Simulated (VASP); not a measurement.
# ZrZnN (P-6m2) in VASP: further runs, part 2 of 2

VASP 6.6.1. The steps go on from the part before.

### 4 Relaxation of cell and atoms, PBE

Input file INCAR:

```
SYSTEM = ZrZnN
PREC = Accurate
ENCUT = 600
EDIFF = 1E-6
ISMEAR = 0
SIGMA = 0.1
LREAL = .FALSE.
LASPH = .TRUE.
NELM = 60
ALGO = Normal
ISIF = 3
LWAVE = .FALSE.
LCHARG = .FALSE.
GGA = PE
IBRION = 2
NSW = 90
EDIFFG = -0.04
```

Input file KPOINTS:

```
Automatic mesh
0
G
  6 6 6
  0 0 0
```

Input file POSCAR:

```
ZrZnN
1.0
    3.5645439100      0.0000000000      0.0000000000
   -1.7822719600      3.0869855800      0.0000000000
    0.0000000000      0.0000000000      3.5603747700
Zr Zn N
1 1 1
Direct
    0.0000000000      0.0000000000      0.5000000000
    0.3333333300      0.6666666700      0.0000000000
    0.6666666700      0.3333333300      0.5000000000
```

Potentials or basis: VASP PAW PBE potentials, release 64 (Zr_sv, Zn, N).

Run with:

```
cat potpaw_PBE.64/Zr_sv/POTCAR potpaw_PBE.64/Zn/POTCAR potpaw_PBE.64/N/POTCAR > POTCAR
mpirun -np 1 vasp_std > vasp.out
```

OUTCAR:

```text
SYSTEM = ZrZnN
   PREC = Accurate
   ENCUT = 600
   EDIFF = 1E-6
   ISMEAR = 0
   LREAL = .FALSE.
   LASPH = .TRUE.
   NELM = 60
   ISIF = 3
   GGA = PE
   IBRION = 2
   NSW = 90
   EDIFFG = -0.04

 ion  position               nearest neighbor table
   1  0.000  0.000  0.500-   3 2.06   3 2.06   3 2.06   2 2.72   2 2.72   2 2.72   2 2.72   2 2.72
                             2 2.72
   2  0.333  0.667  0.000-   1 2.72   1 2.72   1 2.72   1 2.72   1 2.72   1 2.72
   3  0.667  0.333  0.500-   1 2.06   1 2.06   1 2.06

  LATTYP: Found a hexagonal cell.
 ALAT       =     3.5645439100
 C/A-ratio  =     0.9988303861

  Lattice vectors:

 A1 = (   3.5645439100,   0.0000000000,   0.0000000000)
 A2 = (  -1.7822719600,   3.0869855800,   0.0000000000)
 A3 = (   0.0000000000,   0.0000000000,   3.5603747700)

Analysis of symmetry for initial positions (statically):
=====================================================================
 Subroutine PRICEL returns:
 Original cell was already a primitive cell.

 Routine SETGRP: Setting up the symmetry group for a
[... 170 lines left out ...]

  energy without entropy =      -18.38986046  energy(sigma->0) =      -18.39375144

------------------------ aborting loop because EDIFF is reached ----------------------------------------

  FORCE on cell =-STRESS in cart. coord.  units (eV):
  Direction    XX          YY          ZZ          XY          YZ          ZX
  --------------------------------------------------------------------------------------
  -------------------------------------------------------------------------------------
  Total        6.3427307      6.3427307      8.6041858     -0.0000000     -0.0000000      0.0000000
  in kB      259.3896071    259.3896073    351.8731077     -0.0000004     -0.0000000      0.0000000
  external PRESSURE =     290.2174407 kB  Pullay stress =       0.0000000 kB
[... 246 lines left out ...]
--------------------------------------- Ionic step        8  -------------------------------------------

 number of electron      29.0000006 magnetization

 Free energy of the ion-electron system (eV)
  ---------------------------------------------------
  ext. energy  EPLUGINS =         0.00000000
  ---------------------------------------------------
  free energy    TOTEN  =       -19.50402448 eV

  energy without entropy =      -19.49664339  energy(sigma->0) =      -19.50033393

 E-fermi :   5.5686     XC(G=0): -10.5816

 val. band max:        5.5649897063   @ k =   0.3333   0.1667   0.0000
 cond. band min:       5.6338794902   @ k =   0.1667   0.1667   0.3333
 fundamental gap:      0.0688897840
 Fermi energy:         5.5685913165

 k-point     1 :       0.0000    0.0000    0.0000
  band No.  band energies     occupation
      1     -43.6812      2.00000
      2     -21.8272      2.00000
      3     -21.6463      2.00000
      4     -21.6463      2.00000
      5      -9.1580      2.00000
      6      -1.7832      2.00000
[... 481 lines left out ...]
      5      -8.2889      2.00000
      6      -1.7360      2.00000
[... 10 lines left out ...]
     17       7.0779      0.00000
     18       8.5471      0.00000

 [... further k-points ...]
[... 5 lines left out ...]
  --------------------------------------------------------------------------------------
  -------------------------------------------------------------------------------------
  Total       -0.0164502     -0.0164502     -0.0021862      0.0000000      0.0000000     -0.0000000
  in kB       -0.5082870     -0.5082870     -0.0675495      0.0000000      0.0000000     -0.0000000
  external PRESSURE =      -0.3613745 kB  Pullay stress =       0.0000000 kB
[... 18 lines left out ...]
  FREE ENERGIE OF THE ION-ELECTRON SYSTEM (eV)
  ---------------------------------------------------
  free  energy   TOTEN  =       -19.5040244824 eV

  energy  without entropy=      -19.4966433866  energy(sigma->0) =      -19.50033393

 reached required accuracy - stopping structural energy minimisation
```

OSZICAR:

```text
N       E                     dE             d eps       ncg     rms          rms(c)
DAV:   1     0.271772268719E+03    0.27177E+03   -0.16560E+04  1008   0.226E+03
[... 88 lines left out ...]
DAV:   4    -0.195039867779E+02    0.34258E-02   -0.26471E-02  1660   0.147E+00    0.703E-01
DAV:   5    -0.195039343880E+02    0.52390E-04   -0.61193E-03  1566   0.589E-01    0.235E-01
DAV:   6    -0.195039794905E+02   -0.45103E-04   -0.23961E-03  1662   0.360E-01    0.101E-01
DAV:   7    -0.195040233812E+02   -0.43891E-04   -0.34127E-04  1344   0.138E-01    0.405E-02
DAV:   8    -0.195040232588E+02    0.12248E-06   -0.31194E-05  1304   0.618E-02    0.124E-02
DAV:   9    -0.195040244911E+02   -0.12323E-05   -0.46318E-06  1218   0.208E-02    0.325E-03
DAV:  10    -0.195040244824E+02    0.87225E-08   -0.37496E-07   526   0.529E-03
   8 F= -.19504024E+02 E0= -.19500334E+02  d E =-.163953E-01
```

CONTCAR:

```text
ZrZnN
   1.00000000000000
     3.5863452840500423    0.0000000000490360    0.0000000000000000
    -1.7931726470131357    3.1058661237289757   -0.0000000000000000
    -0.0000000000000000    0.0000000000000000    4.6551909843043671
  Zr              Zn              N
     1     1     1
Direct
     0.0000000000000000    0.0000000000000000    0.5000000000000000
     0.3333333300000021    0.6666666699999979    0.0000000000000000
     0.6666666699999979    0.3333333300000021    0.5000000000000000

  0.00000000E+00  0.00000000E+00  0.00000000E+00
  0.00000000E+00  0.00000000E+00  0.00000000E+00
  0.00000000E+00  0.00000000E+00  0.00000000E+00
```

Wall time 84 s (1 thread of Intel Xeon 6975P-C (Granite Rapids), shared host); peak memory 0.18 GiB.

What came out:

```yaml
Free_energy: -19.5040 eV
Relaxed_volume: 17.28 Å³/atom
Relaxed_cell: a = 3.586 Å, b = 3.586 Å, c = 4.655 Å, α = 90.00°, β = 90.00°, γ = 120.00°
Space_group_after_relaxing_to_0.05_Å: P-6m2 (No. 187)
Energy_gained_by_relaxing: 368.8 meV/atom
Ionic_steps: 8
Pressure_after_relaxing: 0.0 GPa
```

Step by step:
```
step  energy change (eV)  largest force (eV/Å)  pressure (GPa)  volume (Å³)
   1              0.0000                0.0000           29.02        39.18
   2             -0.2930                0.0000          -13.99        54.16
   3             -0.6124                0.0000           -1.57        46.95
   4             -0.9156                0.0000           -0.61        48.37
   5             -1.0873                0.0000            3.94        50.26
   6             -1.0900                0.0000            3.45        50.13
   7             -1.0849                0.0000           -3.52        53.91
   8             -1.1064                0.0000           -0.04        51.85
```

Final structure:
```yaml
crystal:
  lattice:
    - [3.58635, 0.00000, 0.00000]
    - [-1.79317, 3.10587, 0.00000]
    - [0.00000, 0.00000, 4.65519]
  atoms:
    - { symbol: Zr, position: [0.00000, 0.00000, 0.50000] }
    - { symbol: Zn, position: [0.33333, 0.66667, 0.00000] }
    - { symbol: N, position: [0.66667, 0.33333, 0.50000] }
```

Caveat: the volume moved by over 15 % at a fixed basis, so the end points are rough.

### 5 Single point, PBE

This run uses another cell than the first one, of 17.51 Å³/atom, 1.341 times its volume.

Input file INCAR:

```
SYSTEM = ZrZnN
PREC = Accurate ; ENCUT = 520
EDIFF = 1E-7 ; ISMEAR = 0
SIGMA = 0.1 ; LREAL = .False.
LASPH = .True. ; NELM = 80
ALGO = Normal ; ISIF = 2
LWAVE = .False. ; LCHARG = .True.
GGA = PE ; LELF = .True.
LVHAR = .True. ; NBANDS = 22
```

Input file KPOINTS:

```
Automatic mesh
0
Gamma
  12 12 10
  0 0 0
```

Input file POSCAR:

```
ZrZnN
1.0
    3.5829152464      0.0000000000      0.0000000000
   -1.7914576232      3.1028956230      0.0000000000
    0.0000000000      0.0000000000      4.7243001389
Zr Zn N
1 1 1
Direct
    0.0000000000      0.0000000000      0.5000000000
    0.3333333333      0.6666666667      0.0000000000
    0.6666666667      0.3333333333      0.5000000000
```

Run with:

```
cat potpaw_PBE.64/Zr_sv/POTCAR potpaw_PBE.64/Zn/POTCAR potpaw_PBE.64/N/POTCAR > POTCAR
mpirun -np 1 vasp_std > vasp.out
```

Wall time 69 s (1 thread of Intel Xeon 6975P-C (Granite Rapids), shared host); peak memory 0.27 GiB.

The run converged. Its results:

| Item | Value |
| --- | --- |
| Free energy | -19.5196 eV |
| Pressure | 0.2 GPa |

Stress tensor (GPa, compression positive):
```
0.22 0.00 0.00
0.00 0.22 0.00
0.00 0.00 0.03
```

Levels at points of the mesh, in eV from the Fermi level:
```
           k point  band 10  band 11  band 12  band 13  band 14  band 15  band 16  band 17  band 18  band 19
(0.00, 0.00, 0.00)    -7.13    -5.72    -4.91    -4.91    -3.33     2.23     2.23     2.46     3.95     6.36
(0.50, 0.00, 0.00)    -6.99    -4.93    -3.88    -2.73    -2.18    -1.25     1.43     1.69     2.62     3.72
(0.00, 0.00, 0.50)    -7.14    -6.14    -4.83    -4.83    -0.82    -0.54     1.94     1.94     2.52     8.01
(0.50, 0.00, 0.50)    -6.99    -4.91    -4.54    -2.68    -2.17     0.47     0.81     1.36     2.21     4.29
```

### 6 Relaxation of cell and atoms, PBE

This run uses another cell than the first one, of 17.52 Å³/atom, 1.342 times its volume.

Input file INCAR:

```
PREC = Accurate
ENCUT = 600
EDIFF = 1E-6
ISMEAR = 0
SIGMA = 0.1
LREAL = False
LASPH = True
NELM = 100
ALGO = Normal
ISIF = 3
LWAVE = False
LCHARG = False
GGA = PE
IBRION = 2
NSW = 100
EDIFFG = -0.01
```

Input file KPOINTS:

```
Automatic mesh
0
Gamma
  12 12 10
```

Input file POSCAR:

```
ZrZnN
1.0
    3.5806674816      0.0000000000      0.0000000000
   -1.7903337408      3.1009490015      0.0000000000
    0.0000000000      0.0000000000      4.7346009584
Zr Zn N
1 1 1
Direct
    0.0000000000      0.0000000000      0.5000000000
    0.3333333333      0.6666666667      0.0000000000
    0.6666666667      0.3333333333      0.5000000000
```

Potentials or basis: VASP PAW PBE potentials, release 64 (Zr_sv, Zn, N).

Run with:

```
cat potpaw_PBE.64/Zr_sv/POTCAR potpaw_PBE.64/Zn/POTCAR potpaw_PBE.64/N/POTCAR > POTCAR
mpirun -np 1 vasp_std > vasp.out
```

Run time: 3.2 min. Hardware: 1 thread of Intel Xeon 6975P-C (Granite Rapids), shared host; peak memory 0.31 GiB.

The run converged. Its results:

```
Free energy                            : -19.5208 eV
Relaxed volume                         : 17.51 Å³/atom
Relaxed cell                           : a = 3.584 Å, b = 3.584 Å, c = 4.722 Å, α = 90.00°, β = 90.00°, γ = 120.00°
Space group after relaxing (to 0.05 Å) : P-6m2 (No. 187)
Energy gained by relaxing              : 0.1 meV/atom
Ionic steps                            : 5
Pressure after relaxing                : 0.0 GPa
```

The path:
```csv
step,energy change (eV),largest force (eV/Å),pressure (GPa),volume (Å³)
1,0.0000,0.0000,0.20,52.57
2,0.0000,0.0000,-0.32,52.74
3,-0.0001,0.0000,-0.05,52.65
4,-0.0001,0.0000,-0.04,52.62
5,-0.0002,0.0000,0.00,52.54
```

Final structure:
```
Zr Zn N
1.0
     3.58416    0.00000    0.00000
    -1.79208    3.10397    0.00000
     0.00000    0.00000    4.72225
Zr Zn N
1 1 1
Direct
  0.00000 0.00000 0.50000
  0.33333 0.66667 0.00000
  0.66667 0.33333 0.50000
```

Levels at points of the mesh, in eV from the Fermi level:
| k point | band 10 | band 11 | band 12 | band 13 | band 14 | band 15 | band 16 | band 17 | band 18 |
| --- | --- | --- | --- | --- | --- | --- | --- | --- | --- |
| (0.00, 0.00, 0.00) | -7.13 | -5.72 | -4.91 | -4.91 | -3.32 | 2.22 | 2.22 | 2.46 | 3.96 |
| (0.50, 0.00, 0.00) | -6.99 | -4.93 | -3.87 | -2.73 | -2.18 | -1.25 | 1.43 | 1.68 | 2.62 |
| (0.00, 0.00, 0.50) | -7.14 | -6.14 | -4.82 | -4.82 | -0.81 | -0.54 | 1.94 | 1.94 | 2.51 |
| (0.50, 0.00, 0.50) | -6.99 | -4.91 | -4.54 | -2.68 | -2.17 | 0.47 | 0.80 | 1.36 | 2.21 |

### 7 Summary

| task | cell | k mesh | cutoff (eV) | gap on the mesh (eV) | pressure (GPa) | relaxed volume (Å³/atom) |
| --- | --- | --- | --- | --- | --- | --- |
| single point | a = 3.565, b = 3.565, c = 3.560 Å, angles 90.0, 90.0, 120.0°, 3 atoms | 6 × 6 × 6 | 520 | none | 29.1 | - |
| single point | a = 3.581, b = 3.581, c = 4.735 Å, angles 90.0, 90.0, 120.0°, 3 atoms | 6 × 6 × 6 | 520 | none | 0.2 | - |
| relaxation of cell and atoms | relaxed from a = 3.565, b = 3.565, c = 3.560 Å, angles 90.0, 90.0, 120.0°, 3 atoms | 6 × 6 × 6 | 600 | none | 0.0 | 17.28 |
| single point | a = 3.583, b = 3.583, c = 4.724 Å, angles 90.0, 90.0, 120.0°, 3 atoms | 12 × 12 × 10 | 520 | none | 0.2 | - |
| relaxation of cell and atoms | relaxed from a = 3.581, b = 3.581, c = 4.735 Å, angles 90.0, 90.0, 120.0°, 3 atoms | 12 × 12 × 10 | 600 | none | 0.0 | 17.51 |

Alike in all rows: level PBE; potentials or basis VASP PAW PBE potentials, release 64 (Zr_sv, Zn, N); no spin polarisation; smearing gaussian 0.1 eV.

Caveats: the volume moved by over 15 % at a fixed basis, so the end points are rough (some runs).

Absolute energies hang on the potentials; compare differences alone.
